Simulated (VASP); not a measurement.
# Pt (Cmcm) in VASP: a series of runs

The runs below take Pt through single point, with PBE.

All numbers are computed with VASP 6.6.1; they aren't measurements. Logs are shortened: lines on timing, memory, paths and dates and some standing lists are left out, and cuts for length are marked.

### 1 The cell of the first run

It takes space group Cmcm (No. 63, orthorhombic). Conventional cell: a = 2.483 Å, b = 5.256 Å, c = 4.781 Å, α = 90.00°, β = 90.00°, γ = 90.00°. Within 3.3 Å of Pt (site symmetry m2m) lie 12 Pt at 2.48 to 2.96 Å.

### 2 Single point, PBE (normal strain along x -0.1000, normal strain along y +0.1000)

INCAR

```
SYSTEM = Pt
ALGO     = Fast           ! electronic algorithm
EDIFF    = 1E-7           ! SCF threshold, eV
ENCUT    = 520            ! plane-wave cutoff, eV
GGA      = PE             ! functional
ISIF     = 2              ! what is computed and relaxed
ISMEAR   = 0              ! smearing method
LASPH    = .TRUE.         ! aspherical terms in the spheres
LCHARG   = .FALSE.        ! write CHGCAR
LREAL    = .FALSE.        ! projectors in reciprocal space
LWAVE    = .FALSE.        ! write WAVECAR
NBANDS   = 17             ! bands
NELM     = 100            ! most SCF steps
PREC     = Accurate       ! precision mode
SIGMA    = 0.15           ! smearing width, eV
```

KPOINTS

```
k-points
0
G
  18 18 10
  0 0 0
```

POSCAR

```
Pt
1.0
    2.4826856532      0.0000000000      0.0000000000
   -1.2413428266      2.6278619220      0.0000000000
    0.0000000000      0.0000000000      4.7813829983
Pt
2
Direct
    0.6666666667      0.3333333333      0.7500000000
    0.3333333333      0.6666666667      0.2500000000
```

Potentials or basis: VASP PAW PBE potentials, release 64 (Pt).

Started as:

```sh
> cat potpaw_PBE.64/Pt/POTCAR > POTCAR
> mpirun -np 1 vasp_std > vasp.out
```

OUTCAR:

```text
SYSTEM = Pt
   EDIFF = 1E-7
   ENCUT = 520
   GGA = PE
   ISIF = 2
   ISMEAR = 0
   LASPH = .TRUE.
   LREAL = .FALSE.
   NELM = 100
   PREC = Accurate

 ion  position               nearest neighbor table
   1  0.667  0.333  0.750-   2 2.83   2 2.83   2 2.83   2 2.83   2 2.96   2 2.96
   2  0.333  0.667  0.250-   1 2.83   1 2.83   1 2.83   1 2.83   1 2.96   1 2.96

  LATTYP: Found a base centered orthorhombic cell.
 ALAT       =     2.4826856532
 B/A-ratio  =     2.1169509870
 C/A-ratio  =     1.9258914201

  Lattice vectors:

 A1 = (   1.2413428266,  -2.6278619220,   0.0000000000)
 A2 = (   1.2413428266,   2.6278619220,   0.0000000000)
 A3 = (   0.0000000000,   0.0000000000,   4.7813829983)

Analysis of symmetry for initial positions (statically):
=====================================================================
 Subroutine PRICEL returns:
 Original cell was already a primitive cell.

 Routine SETGRP: Setting up the symmetry group for a
 base centered orthorhombic supercell.

 Subroutine GETGRP returns: Found  8 space group operations
 (whereof  4 operations were pure point group operations)
 out of a pool of  8 trial point group operations.

The static configuration has the point symmetry C_2h.
 The point group associated with its full space group is D_2h.

Analysis of symmetry for dynamics (positions and initial velocities):
=====================================================================
 Subroutine PRICEL returns:
 Original cell was already a primitive cell.

 Routine SETGRP: Setting up the symmetry group for a
 base centered orthorhombic supercell.

 Subroutine GETGRP returns: Found  8 space group operations
 (whereof  4 operations were pure point group operations)
 out of a pool of  8 trial point group operations.

The dynamic configuration has the point symmetry C_2h.
 The point group associated with its full space group is D_2h.

 Subroutine INISYM returns: Found  8 space group operations
 (whereof  4 operations are pure point group operations),
 and found     1 'primitive' translations

----------------------------------------------------------------------------------------

                                     Primitive cell

  volume of cell :      31.1945

  direct lattice vectors                    reciprocal lattice vectors
     2.482685653  0.000000000  0.000000000     0.402789616  0.190268749  0.000000000
    -1.241342827  2.627861922  0.000000000     0.000000000  0.380537498  0.000000000
     0.000000000  0.000000000  4.781382998     0.000000000  0.000000000  0.209144509

  length of vectors
     2.482685653  2.906301824  4.781382998     0.445467924  0.380537498  0.209144509

  position of ions in fractional coordinates (direct lattice)
     0.666666667  0.333333333  0.750000000
     0.333333333  0.666666667  0.250000000

  ion indices of the primitive-cell ions
   primitive index   ion index
                 1           1
                 2           2

----------------------------------------------------------------------------------------

 KPOINTS: k-points

Automatic generation of k-mesh.
 Grid dimensions read from file:
 generate k-points for:   18   18   10

 Generating k-lattice:

  Cartesian coordinates                     Fractional coordinates (reciprocal lattice)
     0.022377201  0.010570486  0.000000000     0.055555556 -0.000000000  0.000000000
     0.000000000  0.021140972  0.000000000     0.000000000  0.055555556  0.000000000
     0.000000000  0.000000000  0.020914451     0.000000000  0.000000000  0.100000000

  Length of vectors
     0.024748218  0.021140972  0.020914451

  Shift w.r.t. Gamma in fractional coordinates (k-lattice)
     0.000000000  0.000000000  0.000000000

 Subroutine IBZKPT returns following result:
 ===========================================

 Found    546 irreducible k-points:

 Following reciprocal coordinates:
            Coordinates               Weight
  0.000000  0.000000  0.000000      1.000000
  0.055556 -0.000000  0.000000      4.000000
  0.111111 -0.000000  0.000000      4.000000
  0.166667  0.000000  0.000000      4.000000
  0.222222 -0.000000  0.000000      4.000000
  0.277778  0.000000  0.000000      4.000000
[... 16 lines left out ...]
 -0.333333  0.055556  0.000000      4.000000
 -0.277778  0.055556  0.000000      4.000000
 [... further k-points ...]
   k-points           NKPTS =    546   k-points in BZ     NKDIM =    546   number of bands    NBANDS=     17
   number of dos      NEDOS =    301   number of ions     NIONS =      2
   total plane-waves  NPLWV =  15552
   dimension x,y,z NGX =    18 NGY =   24 NGZ =   36
   dimension x,y,z NGXF=    36 NGYF=   48 NGZF=   72
   ions per type =               2
   NGX,Y,Z   is equivalent  to a cutoff of  12.05, 13.73, 12.52 a.u.
   NGXF,Y,Z  is equivalent  to a cutoff of  24.11, 27.46, 25.03 a.u.
 SYSTEM =  Pt
   PREC   = accura    normal or accurate (medium, high low for compatibility)
   ISTART =      0    job   : 0-new  1-cont  2-samecut
   ICHARG =      2    charge: 1-file 2-atom 10-const
   ISPIN  =      1    spin polarized calculation?
   LNONCOLLINEAR =      F non collinear calculations
   LSORBIT =      F    spin-orbit coupling
   LASPH  =      T    aspherical Exc in radial PAW
   ENCUT  =  520.0 eV  38.22 Ry    6.18 a.u.   4.62  5.40  8.89*2*pi/ulx,y,z
   NELM   =    100;   NELMIN=  2; NELMDL= -5     # of ELM steps
   EDIFF  = 0.1E-06   stopping-criterion for ELM
   LREAL  =      F    real-space projection
   EDIFFG = 0.1E-05   stopping-criterion for IOM
   NSW    =      0    number of steps for IOM
   IBRION =     -1    ionic relax: 0-MD 1-quasi-New 2-CG
   NFREE  =      0    steps in history (QN), initial steepest desc. (CG)
   ISIF   =      2    stress and relaxation
   ISYM   =      2    0-nonsym 1-usesym 2-fastsym
   POTIM  = 0.5000    time-step for ionic-motion
   TEBEG  =    0.0;   TEEND  =   0.0 temperature during run
   PSTRESS=    0.0 pullay stress
   NELECT =      20.0000    total number of electrons
   NUPDOWN=      -1.0000    fix difference up-down
   EMIN   =  10.00;   EMAX   =-10.00  energy-range for DOS
   EFERMI =   0.00;   METHOD = LEGACY
   ISMEAR =     0;   SIGMA  =   0.15  broadening in eV -4-tet -1-fermi 0-gaus
   EFERMI_NEDOS =   21; number of points for ismear=-14 and -15
   IALGO  =     68    algorithm
   IMIX   =      4    mixing-type and parameters
     AMIX     =   0.40;   BMIX     =  1.00
     AMIX_MAG =   1.60;   BMIX_MAG =  1.00
  volume/ion in A,a.u.               =      15.60       105.26
  Fermi-wavevector in a.u.,A,eV,Ry     =   1.411645  2.667623 27.112904  1.992742
  Thomas-Fermi vector in A             =   2.533475
   LORBIT       =      0    0 simple, 1 ext, 2 COOP (PROOUT), +10 PAW based schemes
   GGA     = PE    functional components
   LHFCALC =     F    Hartree Fock is set to
   AEXX    =    0.0000 exact exchange contribution
   IVDW    =     0    specifies the selected vdW correction
   LEPSILON=     F    determine dielectric tensor
   LRPA    =     F    only Hartree local field effects (RPA)
 non-spin polarized calculation
 RMM-DIIS sequential band-by-band and
 Gauss-broadening in eV      SIGMA  =   0.15
  energy-cutoff  :      520.00
  volume of cell :       31.19
 maximum number of plane-waves:       862
   NGX =  9   NGY = 11   NGZ = 17

 number of electron      20.0000004 magnetization

 Free energy of the ion-electron system (eV)
  ---------------------------------------------------
  ext. energy  EPLUGINS =         0.00000000
  ---------------------------------------------------
  free energy    TOTEN  =       -11.54512511 eV

  energy without entropy =      -11.51165214  energy(sigma->0) =      -11.52838862

 E-fermi :  10.5831     XC(G=0): -13.2523

 val. band max:       10.5818725416   @ k =   0.2222   0.2222   0.4000
 cond. band min:      10.5833650924   @ k =   0.1111   0.4444   0.0000
 fundamental gap:      0.0014925508
 Fermi energy:        10.5831456474

 k-point     1 :       0.0000    0.0000    0.0000
  band No.  band energies     occupation
      1       0.7725      2.00000
      2       3.2346      2.00000
      3       5.5359      2.00000
      4       5.6045      2.00000
      5       6.8315      2.00000
      6       8.2476      2.00000
[... 9 lines left out ...]
     16      27.4456      0.00000
     17      30.2501      0.00000

 k-point     2 :       0.0556   -0.0000    0.0000
  band No.  band energies     occupation
      1       0.9090      2.00000
      2       3.3836      2.00000
      3       5.6355      2.00000
      4       5.6920      2.00000
      5       6.8719      2.00000
      6       8.1992      2.00000
[... 9 lines left out ...]
     16      27.7087      0.00000
     17      30.3315      0.00000

 k-point     3 :       0.1111   -0.0000    0.0000
  band No.  band energies     occupation
      1       1.3060      2.00000
      2       3.8091      2.00000
      3       5.8562      2.00000
      4       6.0113      2.00000
      5       6.9831      2.00000
      6       7.9056      2.00000
[... 9 lines left out ...]
     16      28.3545      0.00000
     17      29.7768      0.00000

 k-point     4 :       0.1667    0.0000    0.0000
  band No.  band energies     occupation
      1       1.9236      2.00000
      2       4.4275      2.00000
      3       6.1101      2.00000
      4       6.5640      2.00000
      5       7.1422      2.00000
      6       7.1451      2.00000
[... 9 lines left out ...]
     16      27.7332      0.00000
     17      29.7193      0.00000

 k-point     5 :       0.2222   -0.0000    0.0000
  band No.  band energies     occupation
      1       2.6858      2.00000
      2       4.9929      2.00000
      3       6.3515      2.00000
      4       6.3915      2.00000
      5       7.1031      2.00000
      6       7.5116      2.00000
[... 9 lines left out ...]
     16      27.1375      0.00000
     17      29.5498      0.00000

 k-point     6 :       0.2778    0.0000    0.0000
  band No.  band energies     occupation
      1       3.4610      2.00000
      2       5.0923      2.00000
      3       5.7494      2.00000
      4       6.7271      2.00000
      5       7.2048      2.00000
      6       7.2122      2.00000
[... 9 lines left out ...]
     16      26.2791      0.00000
     17      29.2805      0.00000

 k-point     7 :       0.3333   -0.0000    0.0000
  band No.  band energies     occupation
      1       4.0487      2.00000
      2       4.8524      2.00000
      3       5.2358      2.00000
      4       6.7855      2.00000
      5       6.9694      2.00000
      6       7.6652      2.00000
[... 9 lines left out ...]
     16      25.4141      0.00000
     17      28.1767      0.00000

 k-point     8 :       0.3889   -0.0000    0.0000
  band No.  band energies     occupation
      1       4.3065      2.00000
      2       4.5826      2.00000
      3       4.8616      2.00000
      4       6.4504      2.00000
      5       7.3592      2.00000
      6       7.8941      2.00000
[... 9 lines left out ...]
     16      24.7113      0.00000
     17      25.6550      0.00000
[... 203 lines left out ...]
      1       4.3277      2.00000
      2       4.4788      2.00000
      3       4.6211      2.00000
      4       6.2215      2.00000
      5       7.7815      2.00000
      6       8.0532      2.00000
[... 9 lines left out ...]
     16      22.9855      0.00000
     17      24.2399      0.00000

 k-point    20 :       0.5000    0.0556    0.0000
  band No.  band energies     occupation
      1       4.3394      2.00000
      2       4.4731      2.00000
      3       4.5760      2.00000
      4       6.1422      2.00000
      5       7.8556      2.00000
      6       8.0656      2.00000
[... 9 lines left out ...]
     16      22.0792      0.00000
     17      24.1248      0.00000

 k-point    21 :      -0.4444    0.0556    0.0000
  band No.  band energies     occupation
      1       4.4445      2.00000
      2       4.5117      2.00000
      3       4.6811      2.00000
      4       6.2078      2.00000
      5       7.5220      2.00000
      6       7.9536      2.00000
[... 9 lines left out ...]
     16      23.8498      0.00000
     17      24.3842      0.00000

 k-point    22 :      -0.3889    0.0556    0.0000
  band No.  band energies     occupation
      1       4.3730      2.00000
      2       4.7397      2.00000
      3       4.9362      2.00000
      4       6.4151      2.00000
      5       6.9740      2.00000
      6       7.8153      2.00000
[... 9 lines left out ...]
     16      24.9437      0.00000
     17      26.4695      0.00000

 k-point    23 :      -0.3333    0.0556    0.0000
  band No.  band energies     occupation
      1       3.9701      2.00000
      2       5.0513      2.00000
      3       5.3378      2.00000
      4       6.7068      2.00000
      5       6.7510      2.00000
      6       7.3387      2.00000
[... 9 lines left out ...]
     16      25.7457      0.00000
     17      28.5629      0.00000

 k-point    24 :      -0.2778    0.0556    0.0000
  band No.  band energies     occupation
      1       3.2652      2.00000
      2       5.2253      2.00000
      3       5.8780      2.00000
      4       6.6035      2.00000
      5       7.1640      2.00000
      6       7.1918      2.00000
[... 9 lines left out ...]
     16      26.7357      0.00000
     17      29.0311      0.00000

 [... further k-points ...]

------------------------ aborting loop because EDIFF is reached ----------------------------------------

  FORCE on cell =-STRESS in cart. coord.  units (eV):
  Direction    XX          YY          ZZ          XY          YZ          ZX
  --------------------------------------------------------------------------------------
  -------------------------------------------------------------------------------------
  Total        9.9213397     -1.9268375     -0.5212524      0.0000000     -0.0000000      0.0000000
  in kB      509.5691095    -98.9641404    -26.7720004      0.0000000     -0.0000000      0.0000000
  external PRESSURE =     127.9443229 kB  Pullay stress =       0.0000000 kB

 VOLUME and BASIS-vectors are now :
 -----------------------------------------------------------------------------
  energy-cutoff  :      520.00
  volume of cell :       31.19
      direct lattice vectors                 reciprocal lattice vectors
     2.482685653  0.000000000  0.000000000     0.402789616  0.190268749  0.000000000
    -1.241342827  2.627861922  0.000000000     0.000000000  0.380537498  0.000000000
     0.000000000  0.000000000  4.781382998     0.000000000  0.000000000  0.209144509

 POSITION                                       TOTAL-FORCE (eV/Angst)
 -----------------------------------------------------------------------------------
      1.24134      0.87595      3.58604         0.000000     -0.072966     -0.000000
     -0.00000      1.75191      1.19535        -0.000000      0.072966      0.000000
 -----------------------------------------------------------------------------------
    total drift:                                0.000000     -0.000000      0.000000

  FREE ENERGIE OF THE ION-ELECTRON SYSTEM (eV)
  ---------------------------------------------------
  free  energy   TOTEN  =       -11.5451251102 eV

  energy  without entropy=      -11.5116521353  energy(sigma->0) =      -11.52838862
```

It took 5.1 min on 1 thread of Intel Xeon 8259CL, shared host; peak memory 0.34 GiB.

What came out:

```yaml
Free_energy: -11.5451 eV
Pressure: 12.8 GPa
Largest_force: 0.073 eV/Å
Band_gap_on_the_k_mesh: zero (bands 10 and 11 overlap by 1.50 eV)
```

Forces on the atoms (eV/Å):
```
Pt   0.000 -0.073  0.000
Pt   0.000  0.073  0.000
```

Levels at points of the mesh, in eV from the Fermi level:
| k point | band 8 | band 9 | band 10 | band 11 | band 12 | band 13 |
| --- | --- | --- | --- | --- | --- | --- |
| (0.00, 0.00, 0.00) | -1.35 | -1.20 | -0.77 | -0.64 | 0.28 | 4.65 |
| (0.50, 0.00, 0.00) | -0.21 | -0.03 | 0.17 | 3.25 | 5.11 | 8.79 |
| (0.00, 0.50, 0.00) | 0.28 | 0.49 | 0.53 | 1.51 | 2.64 | 5.86 |
| (0.00, 0.00, 0.50) | -1.74 | -1.17 | -1.17 | -0.18 | -0.18 | 11.95 |
| (0.50, 0.00, 0.50) | -0.86 | 0.39 | 0.39 | 2.49 | 2.49 | 8.24 |
| (0.00, 0.50, 0.50) | -0.85 | 0.42 | 0.42 | 0.99 | 0.99 | 4.77 |

Caveat: the cell differs from its parent crystal (normal strain along x -0.1000, normal strain along y +0.1000); the cell stands under pressure; spin-orbit coupling is left out, which moves the levels of the heavy elements.

### 3 Single point, PBE (normal strain along x +0.1000, normal strain along y -0.1000)

INCAR

```
ALGO = Fast
EDIFF = 1E-7
ENCUT = 520
GGA = PE
ISIF = 2
ISMEAR = 0
LASPH = True
LCHARG = False
LREAL = False
LWAVE = False
NBANDS = 17
NELM = 60
PREC = Accurate
SIGMA = 0.15
```

KPOINTS

```
k-points
0
Gamma
  18 18 10
```

POSCAR

```
Pt
1.0
    3.0343935762      0.0000000000      0.0000000000
   -1.5171967881      2.1500688453      0.0000000000
    0.0000000000      0.0000000000      4.7813829983
Pt
2
Direct
    0.6666666667      0.3333333333      0.7500000000
    0.3333333333      0.6666666667      0.2500000000
```

Potentials or basis: VASP PAW PBE potentials, release 64 (Pt).

Started as:

```sh
> cat potpaw_PBE.64/Pt/POTCAR > POTCAR
> mpirun -np 1 vasp_std > vasp.out
```

Run time: 4.3 min. Hardware: 1 thread of Intel Xeon 8259CL, shared host; peak memory 0.35 GiB.

Results (log left out):

* Free energy: -11.8185 eV
* Pressure: 8.4 GPa
* Largest force: 0.173 eV/Å
* Band gap on the k mesh: zero (bands 10 and 11 overlap by 2.04 eV)

Forces in eV/Å, atoms in the order of the input:
```
Pt   0.000  0.173  0.000
Pt   0.000 -0.173  0.000
```

Stress tensor (GPa, compression positive):
```
 5.38  0.00  0.00
 0.00 25.18  0.00
 0.00  0.00 -5.34
```

Levels at points of the mesh, in eV from the Fermi level:
```csv
k point,band 6,band 7,band 8,band 9,band 10,band 11,band 12,band 13,band 14,band 15
"(0.00, 0.00, 0.00)",-1.90,-1.58,-1.49,-1.25,-0.73,-0.37,0.05,4.74,15.12,15.78
"(0.50, 0.00, 0.00)",-2.73,-2.14,-0.39,-0.20,0.23,2.42,3.79,6.94,8.36,9.37
"(0.00, 0.50, 0.00)",-2.17,-1.86,-0.39,1.15,1.33,3.27,5.35,8.76,9.46,10.19
"(0.00, 0.00, 0.50)",-4.09,-1.73,-1.73,-0.95,-0.95,-0.32,-0.32,12.01,12.01,15.63
"(0.50, 0.00, 0.50)",-1.28,-1.02,-1.02,-0.14,-0.14,1.58,1.58,6.18,6.18,13.71
"(0.00, 0.50, 0.50)",-2.67,-0.54,-0.54,1.25,1.25,3.00,3.00,8.74,8.74,12.60
```

Caveat: the cell differs from its parent crystal (normal strain along x +0.1000, normal strain along y -0.1000); the cell stands under pressure; spin-orbit coupling is left out, which moves the levels of the heavy elements.
